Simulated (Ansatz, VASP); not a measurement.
# Two plane-wave programs on Al2Cu

```
CELL_PARAMETERS angstrom
-1.94918 1.94918 2.74685
1.94918 -1.94918 2.74685
1.94918 1.94918 -2.74685
ATOMIC_POSITIONS crystal
Al 0.75000 0.25000 0.50000
Al 0.25000 0.75000 0.50000
Cu 0.50000 0.50000 0.00000
```

Alike in both runs: task single point; functional PBE; k mesh 14 × 14 × 14; occupations gaussian, width 0.15 eV; no spin polarisation.

|  | VASP | Ansatz |
| --- | --- | --- |
| version | VASP 6.6.1 | Ansatz 0.2.0 |
| potentials or method | VASP PAW PBE potentials, release 64 (Al, Cu), cutoff 520 eV | scalar-relativistic, plane waves, PAW |
| valence electrons in the cell | 17 | 25 |

Ansatz gave:

| Item | Value |
| --- | --- |
| gap on the k mesh at the Fermi level (eV) | none |
| pressure (GPa) | 19.6 |
| traceless stress, the component that is largest in VASP (GPa) | 0.31 |

Question: Estimate VASP's values.

Answer: gap on the k mesh at the Fermi level (eV): none; pressure (GPa): 19.7; traceless stress, the component that is largest in VASP (GPa): 0.31.

A gap of «none» marks a metal or a gap that the smearing closes. The functional is the same, so the differences come from potentials, cutoffs and numerics. VASP's potentials hold 17 valence electrons a cell and Ansatz's 25, so a difference there can come from the potentials and not from the codes.
